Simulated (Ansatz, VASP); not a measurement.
**CdTe: VASP beside Ansatz**

```
CELL_PARAMETERS angstrom
0.00000 2.58471 2.58471
2.58471 0.00000 2.58471
2.58471 2.58471 0.00000
ATOMIC_POSITIONS crystal
Cd 0.00000 0.00000 0.00000
Te 0.50000 0.50000 0.50000
```

Change from the starting cell: volume scaled by 0.64, PAW files.

Alike in both runs: task single point; functional PBEsol; k mesh 13 × 13 × 13; occupations fermi-dirac, width 0.05 eV; no spin polarisation.

|  | VASP | Ansatz |
| --- | --- | --- |
| version | VASP 6.6.1 | Ansatz 0.2.0 |
| potentials or method | VASP PAW PBE potentials, release 64 (Cd, Te) | PAW with Ansatz's default frozen-core files, scalar-relativistic |
| plane-wave cutoff (eV) | 520 | 420 |
| valence electrons in the cell | 18 | 36 |

Ansatz gave:

- pressure (GPa): 74.7

Q: Estimate VASP's values.

A: Pressure (GPa): 76.6.

VASP's potentials were made for PBE, not for PBEsol. Both programs put the cell under a high pressure, so it lies far from rest at this level. VASP's potentials hold 18 valence electrons a cell and Ansatz's 36, so a difference there can come from the potentials and not from the codes.

Spin-orbit coupling is off throughout. Noted on VASP's run: the cell as given lies far from equilibrium.
